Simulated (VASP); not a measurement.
# MgCd3Se4 (I4/mmm) in VASP: single point with PBE

Aim: the single point of MgCd3Se4 with PBE.

Everything below comes from runs of VASP 6.6.1. Logs are shortened: lines on timing, memory, paths and dates and some standing lists are left out, and cuts for length are marked.

**1. The cell of the first run**

It takes space group I4/mmm (No. 139, tetragonal). The conventional cell has a = 5.684 Å, b = 5.684 Å, c = 11.406 Å, α = 90.00°, β = 90.00°, γ = 90.00°. Within 3.7 Å of Mg (site symmetry 4/mmm) lie 6 Se at 2.78 to 2.84 Å. Cd (site symmetry -4m2) has 6 Se at 2.84 to 2.85 Å within 3.7 Å. Cd (site symmetry 4/mmm) has 6 Se at 2.84 to 2.93 Å within 3.7 Å. Within 3.7 Å of Se (site symmetry mmm) lie 2 Mg at 2.84 Å and 4 Cd at 2.84 to 2.85 Å. Se (site symmetry 4mm) has 1 Mg at 2.78 Å and 5 Cd at 2.84 to 2.93 Å within 3.7 Å.

**2. Single point, PBE**

INCAR reads:

```
PREC     = Accurate       # precision mode
ENCUT    = 520            # plane-wave cutoff, eV
EDIFF    = 1E-7           # SCF threshold, eV
ISMEAR   = 0              # smearing method
SIGMA    = 0.1            # smearing width, eV
LREAL    = False          # projectors in reciprocal space
LASPH    = True           # aspherical terms in the spheres
NELM     = 80             # most SCF steps
ALGO     = Normal         # electronic algorithm
ISIF     = 2              # what is computed and relaxed
LWAVE    = False          # write WAVECAR
LCHARG   = False          # write CHGCAR
GGA      = PE             # functional
NBANDS   = 41             # bands
```

KPOINTS reads:

```
regular mesh
0
Gamma
  10 10 10
```

POSCAR reads:

```
MgCd3Se4
1.0
   -2.8420638082      2.8420638082      5.7028412988
    2.8420638082     -2.8420638082      5.7028412988
    2.8420638082      2.8420638082     -5.7028412988
Mg Cd Se
1 3 4
Direct
    0.0000000000      0.0000000000      0.0000000000
    0.7500000000      0.2500000000      0.5000000000
    0.2500000000      0.7500000000      0.5000000000
    0.5000000000      0.5000000000      0.0000000000
    0.5000000000      0.0000000000      0.5000000000
    0.0000000000      0.5000000000      0.5000000000
    0.2433695034      0.2433695034      0.0000000000
    0.7566304966      0.7566304966      0.0000000000
```

Potentials or basis: VASP PAW PBE potentials, release 64 (Mg, Cd, Se).

Command:

```sh
cat potpaw_PBE.64/Mg/POTCAR potpaw_PBE.64/Cd/POTCAR potpaw_PBE.64/Se/POTCAR > POTCAR
mpirun -np 1 vasp_std > vasp.out
```

OUTCAR:

```text
PREC = Accurate
   ENCUT = 520
   EDIFF = 1E-7
   ISMEAR = 0
   LREAL = False
   LASPH = True
   NELM = 80
   ISIF = 2
   GGA = PE

 ion  position               nearest neighbor table
   1  0.000  0.000  0.000-   7 2.78   8 2.78   5 2.84   6 2.84   6 2.84   5 2.84
   2  0.750  0.250  0.500-   8 2.84   7 2.84   8 2.84   7 2.84   6 2.85   5 2.85
   3  0.250  0.750  0.500-   8 2.84   7 2.84   8 2.84   7 2.84   6 2.85   5 2.85
   4  0.500  0.500  0.000-   5 2.84   6 2.84   5 2.84   6 2.84   7 2.93   8 2.93
   5  0.500  0.000  0.500-   1 2.84   4 2.84   4 2.84   1 2.84   3 2.85   2 2.85
   6  0.000  0.500  0.500-   1 2.84   4 2.84   1 2.84   4 2.84   3 2.85   2 2.85
   7  0.243  0.243  0.000-   1 2.78   3 2.84   2 2.84   2 2.84   3 2.84   4 2.93
   8  0.757  0.757  0.000-   1 2.78   2 2.84   3 2.84   2 2.84   3 2.84   4 2.93

  LATTYP: Found a body centered tetragonal cell.
 ALAT       =     5.6841276164
 C/A-ratio  =     2.0065845398

  Lattice vectors:

 A1 = (  -2.8420638082,   2.8420638082,   5.7028412988)
 A2 = (   2.8420638082,  -2.8420638082,   5.7028412988)
 A3 = (   2.8420638082,   2.8420638082,  -5.7028412988)

Analysis of symmetry for initial positions (statically):
=====================================================================
 Subroutine PRICEL returns:
 Original cell was already a primitive cell.

 Routine SETGRP: Setting up the symmetry group for a
 body centered tetragonal supercell.

 Subroutine GETGRP returns: Found 16 space group operations
 (whereof 16 operations were pure point group operations)
 out of a pool of 16 trial point group operations.

The static configuration has the point symmetry D_4h.

Analysis of symmetry for dynamics (positions and initial velocities):
=====================================================================
 Subroutine PRICEL returns:
 Original cell was already a primitive cell.

 Routine SETGRP: Setting up the symmetry group for a
 body centered tetragonal supercell.

 Subroutine GETGRP returns: Found 16 space group operations
 (whereof 16 operations were pure point group operations)
 out of a pool of 16 trial point group operations.

The dynamic configuration has the point symmetry D_4h.

 Subroutine INISYM returns: Found 16 space group operations
 (whereof 16 operations are pure point group operations),
 and found     1 'primitive' translations

----------------------------------------------------------------------------------------

                                     Primitive cell

  volume of cell :     184.2548

  direct lattice vectors                    reciprocal lattice vectors
    -2.842063808  2.842063808  5.702841299     0.000000000  0.175928492  0.087675594
     2.842063808 -2.842063808  5.702841299     0.175928492  0.000000000  0.087675594
     2.842063808  2.842063808 -5.702841299     0.175928492  0.175928492  0.000000000

  length of vectors
     6.976894170  6.976894170  6.976894170     0.196565114  0.196565114  0.248800459

  position of ions in fractional coordinates (direct lattice)
     0.000000000  0.000000000  0.000000000
     0.750000000  0.250000000  0.500000000
     0.250000000  0.750000000  0.500000000
     0.500000000  0.500000000  0.000000000
     0.500000000  0.000000000  0.500000000
     0.000000000  0.500000000  0.500000000
     0.243369503  0.243369503  0.000000000
     0.756630497  0.756630497  0.000000000

  ion indices of the primitive-cell ions
   primitive index   ion index
                 1           1
                 2           2
                 3           3
                 4           4
                 5           5
                 6           6
                 7           7
                 8           8

----------------------------------------------------------------------------------------

 KPOINTS: regular mesh

Automatic generation of k-mesh.
 Grid dimensions read from file:
 generate k-points for:   10   10   10

 Generating k-lattice:

  Cartesian coordinates                     Fractional coordinates (reciprocal lattice)
     0.000000000  0.017592849  0.008767559     0.100000000  0.000000000 -0.000000000
     0.017592849  0.000000000  0.008767559     0.000000000  0.100000000 -0.000000000
     0.017592849  0.017592849  0.000000000     0.000000000  0.000000000  0.100000000

  Length of vectors
     0.019656511  0.019656511  0.024880046

  Shift w.r.t. Gamma in fractional coordinates (k-lattice)
     0.000000000  0.000000000  0.000000000

 Subroutine IBZKPT returns following result:
 ===========================================

 Found    102 irreducible k-points:

 Following reciprocal coordinates:
            Coordinates               Weight
  0.000000  0.000000  0.000000      1.000000
  0.100000  0.000000 -0.000000      8.000000
  0.200000  0.000000 -0.000000      8.000000
  0.300000  0.000000 -0.000000      8.000000
  0.400000  0.000000 -0.000000      8.000000
  0.500000  0.000000 -0.000000      4.000000
[... 16 lines left out ...]
  0.300000  0.300000 -0.000000      8.000000
  0.400000  0.300000 -0.000000     16.000000
 [... further k-points ...]
   k-points           NKPTS =    102   k-points in BZ     NKDIM =    102   number of bands    NBANDS=     41
   number of dos      NEDOS =    301   number of ions     NIONS =      8
   total plane-waves  NPLWV = 157464
   dimension x,y,z NGX =    54 NGY =   54 NGZ =   54
   dimension x,y,z NGXF=   108 NGYF=  108 NGZF=  108
   ions per type =               1   3   4
   NGX,Y,Z   is equivalent  to a cutoff of  12.87, 12.87, 12.87 a.u.
   NGXF,Y,Z  is equivalent  to a cutoff of  25.73, 25.73, 25.73 a.u.
 SYSTEM =  unknown system
   PREC   = accura    normal or accurate (medium, high low for compatibility)
   ISTART =      0    job   : 0-new  1-cont  2-samecut
   ICHARG =      2    charge: 1-file 2-atom 10-const
   ISPIN  =      1    spin polarized calculation?
   LNONCOLLINEAR =      F non collinear calculations
   LSORBIT =      F    spin-orbit coupling
   LASPH  =      T    aspherical Exc in radial PAW
   ENCUT  =  520.0 eV  38.22 Ry    6.18 a.u.  12.97 12.97 12.97*2*pi/ulx,y,z
   NELM   =     80;   NELMIN=  2; NELMDL= -5     # of ELM steps
   EDIFF  = 0.1E-06   stopping-criterion for ELM
   LREAL  =      F    real-space projection
   EDIFFG = 0.1E-05   stopping-criterion for IOM
   NSW    =      0    number of steps for IOM
   IBRION =     -1    ionic relax: 0-MD 1-quasi-New 2-CG
   NFREE  =      0    steps in history (QN), initial steepest desc. (CG)
   ISIF   =      2    stress and relaxation
   ISYM   =      2    0-nonsym 1-usesym 2-fastsym
   POTIM  = 0.5000    time-step for ionic-motion
   TEBEG  =    0.0;   TEEND  =   0.0 temperature during run
   PSTRESS=    0.0 pullay stress
   NELECT =      62.0000    total number of electrons
   NUPDOWN=      -1.0000    fix difference up-down
   EMIN   =  10.00;   EMAX   =-10.00  energy-range for DOS
   EFERMI =   0.00;   METHOD = LEGACY
   ISMEAR =     0;   SIGMA  =   0.10  broadening in eV -4-tet -1-fermi 0-gaus
   EFERMI_NEDOS =   21; number of points for ismear=-14 and -15
   IALGO  =     38    algorithm
   IMIX   =      4    mixing-type and parameters
     AMIX     =   0.40;   BMIX     =  1.00
     AMIX_MAG =   1.60;   BMIX_MAG =  1.00
  volume/ion in A,a.u.               =      23.03       155.43
  Fermi-wavevector in a.u.,A,eV,Ry     =   1.138673  2.151780 17.640995  1.296577
  Thomas-Fermi vector in A             =   2.275377
   LORBIT       =      0    0 simple, 1 ext, 2 COOP (PROOUT), +10 PAW based schemes
   GGA     = PE    functional components
   LHFCALC =     F    Hartree Fock is set to
   AEXX    =    0.0000 exact exchange contribution
   IVDW    =     0    specifies the selected vdW correction
   LEPSILON=     F    determine dielectric tensor
   LRPA    =     F    only Hartree local field effects (RPA)
 non-spin polarized calculation
 Gauss-broadening in eV      SIGMA  =   0.10
  energy-cutoff  :      520.00
  volume of cell :      184.25
 maximum number of plane-waves:      5002
 NGX is ok and might be reduce to    54
   NGX = 25   NGY = 25   NGZ = 25

 number of electron      61.9999995 magnetization

 Free energy of the ion-electron system (eV)
  ---------------------------------------------------
  ext. energy  EPLUGINS =         0.00000000
  ---------------------------------------------------
  free energy    TOTEN  =       -22.99777144 eV

  energy without entropy =      -22.99346240  energy(sigma->0) =      -22.99561692

 E-fermi :   2.5518     XC(G=0):  -9.8539

 val. band max:        2.5302070123   @ k =   0.5000   0.5000  -0.0000
 cond. band min:       2.5609052257   @ k =   0.5000   0.5000   0.4000
 fundamental gap:      0.0306982134
 Fermi energy:         2.5518266672

 k-point     1 :       0.0000    0.0000    0.0000
  band No.  band energies     occupation
      1     -10.4234      2.00000
      2      -9.5416      2.00000
      3      -9.5152      2.00000
      4      -9.3802      2.00000
      5      -5.5124      2.00000
      6      -5.4839      2.00000
[... 33 lines left out ...]
     40       9.6439      0.00000
     41      10.0743      0.00000

 k-point     2 :       0.1000    0.0000   -0.0000
  band No.  band energies     occupation
      1     -10.3923      2.00000
      2      -9.5411      2.00000
      3      -9.5103      2.00000
      4      -9.3885      2.00000
      5      -5.5145      2.00000
      6      -5.4887      2.00000
[... 33 lines left out ...]
     40       9.7069      0.00000
     41      10.2449      0.00000

 k-point     3 :       0.2000    0.0000   -0.0000
  band No.  band energies     occupation
      1     -10.3022      2.00000
      2      -9.5414      2.00000
      3      -9.5051      2.00000
      4      -9.4091      2.00000
      5      -5.5211      2.00000
      6      -5.5037      2.00000
[... 875 lines left out ...]
      2      -9.5609      2.00000
      3      -9.5359      2.00000
      4      -9.4833      2.00000
      5      -5.5976      2.00000
      6      -5.5628      2.00000
[... 33 lines left out ...]
     40       8.7842      0.00000
     41       8.9483      0.00000

 k-point    24 :       0.4000    0.3000   -0.0000
  band No.  band energies     occupation
      1      -9.7104      2.00000
      2      -9.6326      2.00000
      3      -9.5289      2.00000
      4      -9.4649      2.00000
      5      -5.6476      2.00000
      6      -5.5938      2.00000
[... 33 lines left out ...]
     40       8.4465      0.00000
     41       8.8480      0.00000

 [... further k-points ...]

------------------------ aborting loop because EDIFF is reached ----------------------------------------

  FORCE on cell =-STRESS in cart. coord.  units (eV):
  Direction    XX          YY          ZZ          XY          YZ          ZX
  --------------------------------------------------------------------------------------
  -------------------------------------------------------------------------------------
  Total        0.2645120      0.2645120      0.2439531      0.0000000     -0.0000000     -0.0000000
  in kB        2.3000490      2.3000490      2.1212803      0.0000000     -0.0000000     -0.0000000
  external PRESSURE =       2.2404594 kB  Pullay stress =       0.0000000 kB

 VOLUME and BASIS-vectors are now :
 -----------------------------------------------------------------------------
  energy-cutoff  :      520.00
  volume of cell :      184.25
      direct lattice vectors                 reciprocal lattice vectors
    -2.842063808  2.842063808  5.702841299     0.000000000  0.175928492  0.087675594
     2.842063808 -2.842063808  5.702841299     0.175928492  0.000000000  0.087675594
     2.842063808  2.842063808 -5.702841299     0.175928492  0.175928492  0.000000000

 POSITION                                       TOTAL-FORCE (eV/Angst)
 -----------------------------------------------------------------------------------
      0.00000      0.00000      0.00000         0.000000      0.000000      0.000000
     -0.00000      2.84206      2.85142         0.000000      0.000000      0.000000
      2.84206     -0.00000      2.85142         0.000000      0.000000      0.000000
      0.00000      0.00000      5.70284         0.000000      0.000000      0.000000
      0.00000      2.84206      0.00000         0.000000      0.000000      0.000000
      2.84206      0.00000      0.00000         0.000000      0.000000      0.000000
      0.00000      0.00000      2.77580        -0.000000     -0.000000     -0.017163
      0.00000      0.00000      8.62989        -0.000000     -0.000000      0.017163
 -----------------------------------------------------------------------------------
    total drift:                                0.000000      0.000000      0.000000

  FREE ENERGIE OF THE ION-ELECTRON SYSTEM (eV)
  ---------------------------------------------------
  free  energy   TOTEN  =       -22.9977714386 eV

  energy  without entropy=      -22.9934623985  energy(sigma->0) =      -22.99561692
```

It took 21 min on 1 thread of Intel Xeon Platinum 8259CL at 2.50GHz (Skylake/Cascade Lake), shared host; peak memory 0.87 GiB.

Results:

```
Free energy            : -22.9978 eV
Pressure               : 0.2 GPa
Largest force          : 0.017 eV/Å
Band gap on the k mesh : zero (bands 31 and 32 overlap by 0.42 eV)
```

Forces on the atoms (eV/Å):
```
Mg   0.000  0.000  0.000
Cd   0.000  0.000  0.000
Cd   0.000  0.000  0.000
Cd   0.000  0.000  0.000
Se   0.000  0.000  0.000
Se   0.000  0.000  0.000
Se   0.000  0.000 -0.017
Se   0.000  0.000  0.017
```

Levels at points of the mesh, in eV from the Fermi level:
| k point | band 28 | band 29 | band 30 | band 31 | band 32 | band 33 | band 34 | band 35 |
| --- | --- | --- | --- | --- | --- | --- | --- | --- |
| (0.00, 0.00, 0.00) | -2.08 | -0.59 | -0.59 | -0.57 | -0.24 | 0.53 | 3.00 | 3.41 |
| (0.50, 0.00, 0.00) | -1.57 | -1.56 | -0.74 | -0.57 | 2.99 | 3.12 | 3.26 | 3.86 |
| (0.50, 0.50, 0.00) | -0.15 | -0.09 | -0.04 | -0.02 | 3.05 | 3.10 | 3.82 | 3.86 |
| (0.50, 0.50, 0.50) | -1.43 | -1.43 | -1.30 | -1.30 | -0.44 | 0.14 | 2.48 | 2.94 |

Caveat: semilocal functionals underestimate gaps, so a narrow gap can read as zero.
